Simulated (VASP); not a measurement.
Crystal: LiF.

```
CELL_PARAMETERS angstrom
2.77571 0.00000 0.00000
-1.38785 2.40383 0.00000
0.00000 0.00000 4.78269
ATOMIC_POSITIONS crystal
Li 0.00000 0.00000 0.00000
Li 0.00000 0.00000 0.50000
F 0.33333 0.66667 0.25000
F 0.66667 0.33333 0.75000
```

Base run:

| Quantity | Value |
| --- | --- |
| Program | VASP 6.6.1 |
| Functional | PBE |
| Potentials or basis | VASP PAW PBE potentials, release 64 (Li_sv, F) |
| Cutoff | 520 eV |
| k mesh | 9 × 9 × 4 |
| Occupations | gaussian, width 0.01 eV |
| Spin | no spin polarisation |

Its results: band gap on the k mesh 9.22 eV.

Problem. The run is repeated on the same cell with these changes: functional from PBE to PBE-based screened hybrid with 35 % exact exchange; k mesh from 9 × 9 × 4 to 6 × 6 × 2. What comes out?

Solution. Band gap on the k mesh 11.34 eV.

Several settings changed at once.

Caveats: some runs use coarse meshes; an odd mesh through Γ misses points on the zone boundary, where band edges can lie (at least some runs).
